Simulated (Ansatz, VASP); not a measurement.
**One calculation of ScAl3, two programs**

```
Al Sc
1.0
     4.07158    0.00000    0.00000
     0.00000    4.07158    0.00000
     0.00000    0.00000    4.07158
Al Sc
3 1
Direct
  0.00000 0.50000 0.50000
  0.50000 0.00000 0.50000
  0.50000 0.50000 0.00000
  0.00000 0.00000 0.00000
```

Alike in both runs: functional PBEsol; k mesh 16 × 16 × 16; occupations gaussian, width 0.1 eV; no spin polarisation.

Ansatz relaxed the structure, and its values are those at the end. VASP's run is a single point on that final structure, the one shown.

|  | VASP | Ansatz |
| --- | --- | --- |
| version | VASP 6.6.1 | Ansatz 0.2.0 |
| potentials or method | VASP PAW PBE potentials, release 64 (Al, Sc_sv) | scalar-relativistic, plane waves, PAW |
| plane-wave cutoff (eV) | 520 | 420 |
| valence electrons in the cell | 20 | 20 |

```tsv
	VASP	Ansatz	Ansatz less VASP
gap on the k mesh at the Fermi level (eV)	none	none	-
pressure (GPa)	0.2	0.0	-0.16
```

VASP's potentials were made for PBE, not for PBEsol. A gap of «none» marks a metal or a gap that the smearing closes.
